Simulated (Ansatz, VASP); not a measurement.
One calculation of Cd2SO, two programs

```
CELL_PARAMETERS angstrom
3.88975 0.00000 0.00000
0.00000 3.88975 0.00000
0.00000 0.00000 5.38451
ATOMIC_POSITIONS crystal
O 0.00000 0.00000 0.00000
Cd 0.00000 0.50000 0.79254
Cd 0.50000 0.00000 0.20746
S 0.50000 0.50000 0.50000
```

Alike in both runs: task single point; functional PBE; k mesh 6 × 6 × 4; occupations fermi-dirac, width 0.02 eV; no spin polarisation.

|  | VASP | Ansatz |
| --- | --- | --- |
| version | VASP 6.6.1 | Ansatz 0.2.0 |
| potentials or method | VASP PAW PBE potentials, release 64 (O, Cd, S) | plane waves, PAW |
| plane-wave cutoff (eV) | 520 | 420 |
| valence electrons in the cell | 36 | 52 |

VASP gave:

| Quantity | Value |
| --- | --- |
| pressure (GPa) | 2.9 |
| rms of the force components (eV/Å) | 0.001 |

Task: What did Ansatz give for the same quantities?

Result: Pressure (GPa): 2.3; rms of the force components (eV/Å): 0.012.

VASP's potentials hold 36 valence electrons a cell and Ansatz's 52, so a difference there can come from the potentials and not from the codes.
